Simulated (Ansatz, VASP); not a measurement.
**ZnCd3O: VASP beside Ansatz**

```
CELL_PARAMETERS angstrom
4.63421 0.00000 0.00000
0.00000 4.63421 0.00000
0.00000 0.00000 4.63421
ATOMIC_POSITIONS crystal
Zn 0.50000 0.50000 0.50000
Cd 0.50000 0.00000 0.00000
Cd 0.00000 0.50000 0.00000
Cd 0.00000 0.00000 0.50000
O 0.00000 0.00000 0.00000
```

Alike in both runs: task relaxation of cell and atoms; functional PBE; k mesh 8 × 8 × 8; occupations gaussian, width 0.1 eV; no spin polarisation.

|  | VASP | Ansatz |
| --- | --- | --- |
| version | VASP 6.6.1 | Ansatz 0.2.0 |
| potentials or method | VASP PAW PBE potentials, release 64 (Zn, Cd, O), cutoff 600 eV | scalar-relativistic, plane waves, PAW |
| valence electrons in the cell | 54 | 78 |

|  | VASP | Ansatz | Ansatz less VASP |
| --- | --- | --- | --- |
| gap on the k mesh at the Fermi level, each at its own relaxed structure (eV) | none | none | - |
| relaxed volume (Å³/atom) | 20.10 | 19.95 | -0.148 |
| relaxed cell length with the largest relative difference (Å) | 4.649 | 4.638 | -0.0114 |

A gap of «none» marks a metal or a gap that the smearing closes. VASP's potentials hold 54 valence electrons a cell and Ansatz's 78, so a difference there can come from the potentials and not from the codes.
